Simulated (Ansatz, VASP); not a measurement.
Two plane-wave programs on BaS

INCAR

```
SYSTEM = BaS
ALGO     = Normal         ! electronic algorithm
EDIFF    = 1E-6           ! SCF threshold, eV
ENCUT    = 500            ! plane-wave cutoff, eV
GGA      = PE             ! functional
GGA_COMPAT= .FALSE.      
ISIF     = 2              ! what is computed and relaxed
ISMEAR   = 0              ! smearing method
LASPH    = .TRUE.         ! aspherical terms in the spheres
LCHARG   = .FALSE.        ! write CHGCAR
LREAL    = .FALSE.        ! projectors in reciprocal space
LWAVE    = .FALSE.        ! write WAVECAR
NBANDS   = 15             ! bands
NELM     = 120            ! most SCF steps
PREC     = Accurate       ! precision mode
SIGMA    = 0.01           ! smearing width, eV
```

File KPOINTS:

```
k-points
0
G
  6 6 6
  0 0 0
```

The input POSCAR:

```
BaS
1.0
    0.0000000000      3.1491629430      3.1491629430
    3.1491629430      0.0000000000      3.1491629430
    3.1491629430      3.1491629430      0.0000000000
Ba S
1 1
Direct
    0.0000000000      0.0000000000      0.0000000000
    0.5000000000      0.5000000000      0.5000000000
```

Input for Ansatz:

```yaml
crystal:
  lattice:
    - [0.0, 3.149162943, 3.149162943]
    - [3.149162943, 0.0, 3.149162943]
    - [3.149162943, 3.149162943, 0.0]
  atoms:
    - { symbol: Ba, position: [0.0, 0.0, 0.0] }
    - { symbol: S, position: [0.5, 0.5, 0.5] }
kpoints:
  mp_grid: { grid: [6, 6, 6] }
hamiltonian:
  xc: pbe
scf:
  occupations: { method: fixed }
  n_extra_bands: 4
output:
  forces: true
  stress: true
  eigenvalues: true
```

Alike in both runs: task single point; functional PBE; k mesh 6 × 6 × 6; no spin polarisation.

```csv
,VASP,Ansatz
version,VASP 6.6.1,Ansatz 0.2.0
potentials or method,"VASP PAW PBE potentials, release 64 (Ba_sv, S)","plane waves, PAW"
plane-wave cutoff (eV),500,420
occupations,"gaussian, width 0.01 eV",fixed
valence electrons in the cell,16,16
```

```tsv
	VASP	Ansatz	Ansatz less VASP
gap on the k mesh at the Fermi level (eV)	2.03	2.14	+0.109
pressure (GPa)	3.6	2.9	-0.69
```

Spin-orbit coupling is off throughout.
